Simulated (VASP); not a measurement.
# Fe3Ge (Fm-3m) in VASP: single point with LDA

Aim: the single point of Fe3Ge with LDA.

Program: VASP 6.6.1. These are calculated values, not measurements. Logs are shortened: lines on timing, memory, paths and dates and some standing lists are left out, and cuts for length are marked.

## (1) The cell of the first run

Symmetry: Fm-3m, No. 225, cubic system. Conventional cell: a = 5.751 Å, b = 5.751 Å, c = 5.751 Å, α = 90.00°, β = 90.00°, γ = 90.00°. Within 3.3 Å of Fe (site symmetry m-3m) lie 8 Fe at 2.49 Å and 6 Ge at 2.88 Å. Within 3.3 Å of Fe (site symmetry -43m) lie 10 Fe at 2.49 to 2.88 Å and 4 Ge at 2.49 Å. Within 3.3 Å of Ge (site symmetry m-3m) lie 14 Fe at 2.49 to 2.88 Å.

## (2) Single point, LDA, collinear spin, ferromagnetic start

INCAR

```
  PREC = Accurate
  ENCUT = 520
  EDIFF = 1E-6
  ISMEAR = -1
  SIGMA = 0.1
  LREAL = F
  LASPH = T
  NELM = 150
  ALGO = Normal
  ISIF = 2
  LWAVE = F
  LCHARG = F
  ISPIN = 2
  MAGMOM = 3.5 3.5 3.5 0
  LORBIT = 11
  LMAXMIX = 4
  GGA = CA
  NBANDS = 31
```

KPOINTS

```
regular mesh
0
Gamma
  7 7 7
```

POSCAR

```
Fe3Ge
1.0
    4.0666920000      0.0000000000      0.0000000000
    2.0333460000      3.5218585814      0.0000000000
    2.0333460000      1.1739528605      3.3204401137
Fe Ge
3 1
Direct
    0.5000000000      0.5000000000      0.5000000000
    0.2500000000      0.2500000000      0.2500000000
    0.7500000000      0.7500000000      0.7500000000
    0.0000000000      0.0000000000      0.0000000000
```

Potentials or basis: VASP PAW LDA potentials, release 64 (Fe, Ge_d).

Started as:

```bash
$ cat potpaw_LDA.64/Fe/POTCAR potpaw_LDA.64/Ge_d/POTCAR > POTCAR
$ mpirun -np 1 vasp_std > vasp.out
```

OUTCAR:

```text
PREC = Accurate
   ENCUT = 520
   EDIFF = 1E-6
   ISMEAR = -1
   LREAL = F
   LASPH = T
   NELM = 150
   ISIF = 2
   ISPIN = 2
   LORBIT = 11
   GGA = CA

 ion  position               nearest neighbor table
   1  0.500  0.500  0.500-   2 2.49   2 2.49   3 2.49   3 2.49   3 2.49   2 2.49   3 2.49   2 2.49
                             4 2.88   4 2.88   4 2.88   4 2.88   4 2.88   4 2.88
   2  0.250  0.250  0.250-   4 2.49   1 2.49   4 2.49   1 2.49   1 2.49   4 2.49   1 2.49   4 2.49
                             3 2.88   3 2.88   3 2.88   3 2.88   3 2.88   3 2.88
   3  0.750  0.750  0.750-   1 2.49   1 2.49   4 2.49   4 2.49   4 2.49   1 2.49   4 2.49   1 2.49
                             2 2.88   2 2.88   2 2.88   2 2.88   2 2.88   2 2.88
   4  0.000  0.000  0.000-   3 2.49   2 2.49   3 2.49   2 2.49   2 2.49   3 2.49   2 2.49   3 2.49
                             1 2.88   1 2.88   1 2.88   1 2.88   1 2.88   1 2.88

  LATTYP: Found a face centered cubic cell.
 ALAT       =     5.7511709804

  Lattice vectors:

 A1 = (   4.0666920000,   0.0000000000,   0.0000000000)
 A2 = (   2.0333460000,   3.5218585814,   0.0000000000)
 A3 = (   2.0333460000,   1.1739528605,   3.3204401137)

Analysis of symmetry for initial positions (statically):
=====================================================================
 Subroutine PRICEL returns:
 Original cell was already a primitive cell.

 Routine SETGRP: Setting up the symmetry group for a
 face centered cubic supercell.

 Subroutine GETGRP returns: Found 48 space group operations
 (whereof 48 operations were pure point group operations)
 out of a pool of 48 trial point group operations.

The static configuration has the point symmetry O_h .

Analysis of symmetry for dynamics (positions and initial velocities):
=====================================================================
 Subroutine PRICEL returns:
 Original cell was already a primitive cell.

 Routine SETGRP: Setting up the symmetry group for a
 face centered cubic supercell.

 Subroutine GETGRP returns: Found 48 space group operations
 (whereof 48 operations were pure point group operations)
 out of a pool of 48 trial point group operations.

The dynamic configuration has the point symmetry O_h .

Analysis of structural, dynamic, and magnetic symmetry:
=====================================================================
 Subroutine PRICEL returns:
 Original cell was already a primitive cell.

 Routine SETGRP: Setting up the symmetry group for a
 face centered cubic supercell.

 Subroutine GETGRP returns: Found 48 space group operations
 (whereof 48 operations were pure point group operations)
 out of a pool of 48 trial point group operations.

The overall configuration has the point symmetry O_h .

 Subroutine INISYM returns: Found 48 space group operations
 (whereof 48 operations are pure point group operations),
 and found     1 'primitive' translations

----------------------------------------------------------------------------------------

                                     Primitive cell

  volume of cell :      47.5564

  direct lattice vectors                    reciprocal lattice vectors
     4.066692000  0.000000000  0.000000000     0.245900108 -0.141970493 -0.100388299
     2.033346000  3.521858581  0.000000000     0.000000000  0.283940987 -0.100388299
     2.033346000  1.173952861  3.320440114     0.000000000  0.000000000  0.301164896

  length of vectors
     4.066692000  4.066692000  4.066692000     0.301164896  0.301164896  0.301164896

  position of ions in fractional coordinates (direct lattice)
     0.500000000  0.500000000  0.500000000
     0.250000000  0.250000000  0.250000000
     0.750000000  0.750000000  0.750000000
     0.000000000  0.000000000  0.000000000

  ion indices of the primitive-cell ions
   primitive index   ion index
                 1           1
                 2           2
                 3           3
                 4           4

----------------------------------------------------------------------------------------

 KPOINTS: regular mesh

Automatic generation of k-mesh.
 Grid dimensions read from file:
 generate k-points for:    7    7    7

 Generating k-lattice:

  Cartesian coordinates                     Fractional coordinates (reciprocal lattice)
     0.035128587 -0.020281499 -0.014341186     0.142857143  0.000000000  0.000000000
     0.000000000  0.040562998 -0.014341186     0.000000000  0.142857143  0.000000000
     0.000000000  0.000000000  0.043023557     0.000000000  0.000000000  0.142857143

  Length of vectors
     0.043023557  0.043023557  0.043023557

  Shift w.r.t. Gamma in fractional coordinates (k-lattice)
     0.000000000  0.000000000  0.000000000

 Subroutine IBZKPT returns following result:
 ===========================================

 Found     20 irreducible k-points:

 Following reciprocal coordinates:
            Coordinates               Weight
  0.000000  0.000000  0.000000      1.000000
  0.142857 -0.000000 -0.000000      8.000000
  0.285714 -0.000000  0.000000      8.000000
  0.428571 -0.000000 -0.000000      8.000000
  0.142857  0.142857 -0.000000      6.000000
  0.285714  0.142857  0.000000     24.000000
[... 12 lines left out ...]
 -0.428571  0.428571  0.142857     24.000000
 -0.285714  0.428571  0.142857     24.000000
   k-points           NKPTS =     20   k-points in BZ     NKDIM =     20   number of bands    NBANDS=     31
   number of dos      NEDOS =    301   number of ions     NIONS =      4
   total plane-waves  NPLWV =  27000
   dimension x,y,z NGX =    30 NGY =   30 NGZ =   30
   dimension x,y,z NGXF=    60 NGYF=   60 NGZF=   60
   ions per type =               3   1
   NGX,Y,Z   is equivalent  to a cutoff of  12.26, 12.26, 12.26 a.u.
   NGXF,Y,Z  is equivalent  to a cutoff of  24.53, 24.53, 24.53 a.u.
 SYSTEM =  unknown system
   PREC   = accura    normal or accurate (medium, high low for compatibility)
   ISTART =      0    job   : 0-new  1-cont  2-samecut
   ICHARG =      2    charge: 1-file 2-atom 10-const
   ISPIN  =      2    spin polarized calculation?
   LNONCOLLINEAR =      F non collinear calculations
   LSORBIT =      F    spin-orbit coupling
   LASPH  =      T    aspherical Exc in radial PAW
   ENCUT  =  520.0 eV  38.22 Ry    6.18 a.u.   7.56  7.56  7.56*2*pi/ulx,y,z
   NELM   =    150;   NELMIN=  2; NELMDL= -5     # of ELM steps
   EDIFF  = 0.1E-05   stopping-criterion for ELM
   LREAL  =      F    real-space projection
   EDIFFG = 0.1E-04   stopping-criterion for IOM
   NSW    =      0    number of steps for IOM
   IBRION =     -1    ionic relax: 0-MD 1-quasi-New 2-CG
   NFREE  =      0    steps in history (QN), initial steepest desc. (CG)
   ISIF   =      2    stress and relaxation
   ISYM   =      2    0-nonsym 1-usesym 2-fastsym
   POTIM  = 0.5000    time-step for ionic-motion
   TEBEG  =    0.0;   TEEND  =   0.0 temperature during run
   PSTRESS=    0.0 pullay stress
   NELECT =      38.0000    total number of electrons
   NUPDOWN=      -1.0000    fix difference up-down
   EMIN   =  10.00;   EMAX   =-10.00  energy-range for DOS
   EFERMI =   0.00;   METHOD = LEGACY
   ISMEAR =    -1;   SIGMA  =   0.10  broadening in eV -4-tet -1-fermi 0-gaus
   EFERMI_NEDOS =   21; number of points for ismear=-14 and -15
   IALGO  =     38    algorithm
   IMIX   =      4    mixing-type and parameters
     AMIX     =   0.40;   BMIX     =  1.00
     AMIX_MAG =   1.60;   BMIX_MAG =  1.00
  volume/ion in A,a.u.               =      11.89        80.23
  Fermi-wavevector in a.u.,A,eV,Ry     =   1.519147  2.870771 31.399621  2.307807
  Thomas-Fermi vector in A             =   2.628172
   LORBIT       =     11    0 simple, 1 ext, 2 COOP (PROOUT), +10 PAW based schemes
   GGA     = CA    functional components
   LHFCALC =     F    Hartree Fock is set to
   AEXX    =    0.0000 exact exchange contribution
   IVDW    =     0    specifies the selected vdW correction
   LEPSILON=     F    determine dielectric tensor
   LRPA    =     F    only Hartree local field effects (RPA)
 spin polarized calculation
  energy-cutoff  :      520.00
  volume of cell :       47.56
 maximum number of plane-waves:      1299
 NGX is ok and might be reduce to    30
   NGX = 15   NGY = 15   NGZ = 15

 number of electron      38.0000000 magnetization      10.5000000

 number of electron      38.0000014 magnetization       5.1379834

 Free energy of the ion-electron system (eV)
  ---------------------------------------------------
  ext. energy  EPLUGINS =         0.00000000
  ---------------------------------------------------
  free energy    TOTEN  =       -33.43978514 eV

  energy without entropy =      -33.31667014  energy(sigma->0) =      -33.37822764

 E-fermi :   7.1373     XC(G=0): -13.4071

 val. band max:        7.0741835892   @ k =   0.4286   0.4286  -0.0000
 cond. band min:       7.1587518478   @ k =  -0.1429   0.1429   0.0000
 fundamental gap:      0.0845682586
 Fermi energy:         7.1372745757

 spin component 1

 k-point     1 :       0.0000    0.0000    0.0000
  band No.  band energies     occupation
      1     -17.4654      1.00000
      2     -17.4654      1.00000
      3     -17.4654      1.00000
      4     -17.4398      1.00000
      5     -17.4398      1.00000
      6      -4.7146      1.00000
[... 669 lines left out ...]
     30      18.6802      0.00000
     31      21.1235      0.00000
 Fermi energy:         7.1372745757

 spin component 2

 k-point     1 :       0.0000    0.0000    0.0000
  band No.  band energies     occupation
      1     -17.4729      1.00000
      2     -17.4729      1.00000
      3     -17.4729      1.00000
      4     -17.4511      1.00000
      5     -17.4511      1.00000
      6      -4.6083      1.00000
[... 669 lines left out ...]
     30      19.0347      0.00000
     31      21.5145      0.00000

------------------------ aborting loop because EDIFF is reached ----------------------------------------

  FORCE on cell =-STRESS in cart. coord.  units (eV):
  Direction    XX          YY          ZZ          XY          YZ          ZX
  --------------------------------------------------------------------------------------
  -------------------------------------------------------------------------------------
  Total       -5.5797505     -5.5797505     -5.5797505      0.0000000     -0.0000000     -0.0000000
  in kB     -187.9821085   -187.9821085   -187.9821085      0.0000000     -0.0000000     -0.0000000
  external PRESSURE =    -187.9821085 kB  Pullay stress =       0.0000000 kB

 VOLUME and BASIS-vectors are now :
 -----------------------------------------------------------------------------
  energy-cutoff  :      520.00
  volume of cell :       47.56
      direct lattice vectors                 reciprocal lattice vectors
     4.066692000  0.000000000  0.000000000     0.245900108 -0.141970493 -0.100388299
     2.033346000  3.521858581  0.000000000     0.000000000  0.283940987 -0.100388299
     2.033346000  1.173952861  3.320440114     0.000000000  0.000000000  0.301164896

 POSITION                                       TOTAL-FORCE (eV/Angst)
 -----------------------------------------------------------------------------------
      4.06669      2.34791      1.66022         0.000000     -0.000000     -0.000000
      2.03335      1.17395      0.83011         0.000000      0.000000      0.000000
      6.10004      3.52186      2.49033        -0.000000     -0.000000     -0.000000
      0.00000      0.00000      0.00000         0.000000      0.000000     -0.000000
 -----------------------------------------------------------------------------------
    total drift:                               -0.000000      0.000000      0.000000

  FREE ENERGIE OF THE ION-ELECTRON SYSTEM (eV)
  ---------------------------------------------------
  free  energy   TOTEN  =       -33.4397851423 eV

  energy  without entropy=      -33.3166701392  energy(sigma->0) =      -33.37822764

 total charge

# of ion       s       p       d       tot
------------------------------------------
    1        0.456   0.497   6.247   7.201
    2        0.406   0.501   6.442   7.349
    3        0.406   0.501   6.442   7.349
    4        1.076   1.292  10.126  12.494
--------------------------------------------------
tot          2.343   2.792  29.258  34.392

 magnetization (x)

# of ion       s       p       d       tot
------------------------------------------
    1       -0.005  -0.014   2.504   2.486
    2       -0.007  -0.018   1.357   1.332
    3       -0.007  -0.018   1.357   1.332
    4        0.004  -0.049  -0.007  -0.052
--------------------------------------------------
tot         -0.016  -0.098   5.211   5.097
```

It took 43 s on 1 thread of AMD EPYC 9R45 (Zen 5), shared host; peak memory 0.15 GiB.

Results:

```yaml
Free_energy: -33.4398 eV
Pressure: -18.8 GPa
Net_moment: 5.14 μB per cell
Site_moments: Fe +2.49, +1.33; Ge -0.05 μB
Valence_electrons_inside_the_program's_atomic_spheres: Fe 7.20, 7.35; Ge 12.49
```

Levels at points of the mesh, in eV from the Fermi level:
Spin up:
| k point | band 18 | band 19 | band 20 | band 21 | band 22 | band 23 | band 24 | band 25 |
| --- | --- | --- | --- | --- | --- | --- | --- | --- |
| (0.00, 0.00, 0.00) | -0.60 | -0.60 | -0.30 | -0.30 | 2.04 | 3.91 | 3.91 | 3.91 |
Spin down:
```
           k point  band 13  band 14  band 15  band 16  band 17  band 18  band 19  band 20
(0.00, 0.00, 0.00)    -1.49    -1.49     0.57     0.57     0.57     1.08     1.08     1.11
```
